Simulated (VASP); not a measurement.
TePb: single point with RPBE+D4

TePb:

```
Pb Te
1.0
     0.00000    3.20931    3.20931
     3.20931    0.00000    3.20931
     3.20931    3.20931    0.00000
Pb Te
1 1
Direct
  0.00000 0.00000 0.00000
  0.50000 0.50000 0.50000
```

```json
{
  "Program": "VASP 6.6.1",
  "Task": "single point",
  "Functional": "RPBE",
  "Dispersion": "D4",
  "Potentials or basis": "VASP PAW PBE potentials, release 64 (Pb_d, Te)",
  "Cutoff": "520 eV",
  "k mesh": "7 × 7 × 7",
  "Occupations": "fermi-dirac, width 0.05 eV",
  "Spin": "no spin polarisation"
}
```

```yaml
Pressure: 0.8 GPa
Dispersion_energy_per_atom: -0.784 eV
```

Levels at points of the mesh, in eV from the Fermi level:
```csv
k point,band 8,band 9,band 10,band 11,band 12,band 13
"(0.00, 0.00, 0.00)",-1.86,-1.86,-1.86,3.71,3.71,3.71
```

Wall time 15 s on 1 thread of Intel(R) Xeon(R) 6975P-C (Granite Rapids), with other jobs on the host, peak memory 0.21 GiB.

Caveat: this odd mesh misses L, where the gap lies, so gap, dielectric constants and Born charges aren't listed; the PAW data sets were made with another functional, which shifts forces and pressure a little; spin-orbit coupling is left out, which moves the levels of the heavy elements.
